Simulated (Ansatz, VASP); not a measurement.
Two plane-wave programs on Ca

The input INCAR:

```
ALGO = Fast
EDIFF = 1E-6
EDIFFG = -0.01
ENCUT = 600
GGA = PS
IBRION = 2
ISIF = 3
ISMEAR = 0
LASPH = True
LCHARG = False
LREAL = False
LWAVE = False
NELM = 100
NSW = 100
PREC = Accurate
SIGMA = 0.1
```

Contents of KPOINTS:

```
k-points
0
Gamma
  18 18 16
```

Contents of POSCAR:

```
Ca
1.0
    3.7014823744      0.0000000000      0.0000000000
   -1.8507411872      3.2055777679      0.0000000000
    0.0000000000      0.0000000000      3.4422981094
Ca
1
Direct
    0.0000000000      0.0000000000      0.0000000000
```

Input for Ansatz:

```yaml
crystal:
  lattice:
    - [3.7014823744, 0.0, 0.0]
    - [-1.8507411872, 3.2055777679, 0.0]
    - [0.0, 0.0, 3.4422981094]
  atoms:
    - { symbol: Ca, position: [0.0, 0.0, 0.0] }
basis:
  ecutwfc: 420
kpoints:
  mp_grid: { grid: [18, 18, 16] }
hamiltonian:
  xc: pbesol
scf:
  occupations: { method: gaussian, width: 0.1 }
output:
  forces: true
  stress: true
  eigenvalues: true
relax:
  adjacent_minimum: "off"
  f_tol: 0.01
  max_steps: 80
  cell: { stress_tol: 0.05 }
```

Alike in both runs: task relaxation of cell and atoms; functional PBEsol; k mesh 18 × 18 × 16; occupations gaussian, width 0.1 eV; no spin polarisation.

|  | VASP | Ansatz |
| --- | --- | --- |
| version | VASP 6.6.1 | Ansatz 0.2.0 |
| potentials or method | VASP PAW PBE potentials, release 64 (Ca_sv), cutoff 600 eV | scalar-relativistic, plane waves, PAW |
| valence electrons in the cell | 10 | 10 |

|  | VASP | Ansatz | Ansatz less VASP |
| --- | --- | --- | --- |
| gap on the k mesh at the Fermi level, each at its own relaxed structure (eV) | none | none | - |
| relaxed volume (Å³/atom) | 40.84 | 40.84 | 0.000 |
| relaxed cell length with the largest relative difference (Å) | 3.701 | 3.701 | 0.0000 |

VASP's potentials were made for PBE, not for PBEsol. A gap of «none» marks a metal or a gap that the smearing closes.

Noted on VASP's run: the relaxation stopped at its first step, so nothing moved.
